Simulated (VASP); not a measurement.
Runs of VASP 6.6.1 on GaN. The structure is that of space group P6/mmm (No. 191), or close to it. The cells are those of the table. 

```csv
task,level,cell,k mesh,cutoff (eV),smearing,grid for exact exchange (PRECFOCK),share of exact exchange,screening parameter,gap on the mesh (eV),pressure (GPa),relaxed volume (Å³/atom)
single point,PBE,"a = 5.230, b = 5.230, c = 3.390 Å, angles 90.0, 90.0, 120.0°, 2 atoms",4 × 4 × 5,520,fermi-dirac 0.03 eV,-,-,-,1.40,(b),-
single point,B3LYP,"a = 6.131, b = 6.131, c = 3.380 Å, angles 90.0, 90.0, 120.0°, 2 atoms",3 × 3 × 4,520,fermi-dirac 0.05 eV,Normal,0.2,-,3.06,0.2,-
relaxation of cell and atoms,HSE06,"relaxed from a = 5.230, b = 5.230, c = 3.390 Å, angles 90.0, 90.0, 120.0°, 2 atoms",3 × 3 × 4,600,fermi-dirac 0.05 eV,Normal,0.25,0.2079 1/Å,2.49,0.0,39.87
relaxation of cell and atoms,PBEsol-based screened hybrid with 25 % exact exchange,"relaxed from a = 5.230, b = 5.230, c = 3.390 Å, angles 90.0, 90.0, 120.0°, 2 atoms",3 × 3 × 4,600,fermi-dirac 0.05 eV,Normal,0.25,0.207 1/Å,(a),0.0,39.62
single point,HF,"a = 6.134, b = 6.134, c = 3.374 Å, angles 90.0, 90.0, 120.0°, 2 atoms",3 × 3 × 4,520,fermi-dirac 0.05 eV,Normal,1,-,(c),0.0,-
```

Alike in all rows: potentials or basis VASP PAW PBE potentials, release 64 (Ga_d, N); no spin polarisation.

**Question.** Fill in the values left out.

**Answer.** (a) 2.58; (b) -0.3; (c) 8.84.

Caveats: some runs use coarse meshes; an odd mesh through Γ misses points on the zone boundary, where band edges can lie; the PAW data sets were made with another functional, which shifts forces and pressure a little (at least some runs).

A k mesh can miss the band edges, and the runs leave out spin-orbit coupling on Ga.
